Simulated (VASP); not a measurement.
A run of VASP 6.6.1 is set up as follows.

The input INCAR:

```
SYSTEM = SrO
  PREC = Accurate
  ENCUT = 600
  EDIFF = 1E-6
  ISMEAR = 0
  SIGMA = 0.1
  LREAL = .False.
  LASPH = .True.
  NELM = 120
  ALGO = Normal
  ISIF = 2
  LWAVE = .False.
  LCHARG = .True.
  GGA = PE
  LELF = .True.
  LVHAR = .True.
  NBANDS = 15
  GGA_COMPAT = .False.
```

Contents of KPOINTS:

```
Automatic mesh
0
Gamma
  6 6 6
  0 0 0
```

File POSCAR:

```
SrO
1.0
    0.0000000000      2.5800000000      2.5800000000
    2.5800000000      0.0000000000      2.5800000000
    2.5800000000      2.5800000000      0.0000000000
Sr O
1 1
Direct
    0.0000000000      0.0000000000      0.0000000000
    0.5000000000      0.5000000000      0.5000000000
```

Potentials or basis: VASP PAW PBE potentials, release 64 (Sr_sv, O).

Command:

```sh
$ cat potpaw_PBE.64/Sr_sv/POTCAR potpaw_PBE.64/O/POTCAR > POTCAR
$ mpirun -np 1 vasp_std > vasp.out
```

Question: Predict the band gap on the k mesh.

Answer: 3.27 eV, indirect (least direct gap 3.37 eV).

Question: Estimate the pressure.

Answer: 2.3 GPa.

A k mesh can miss the band edges.
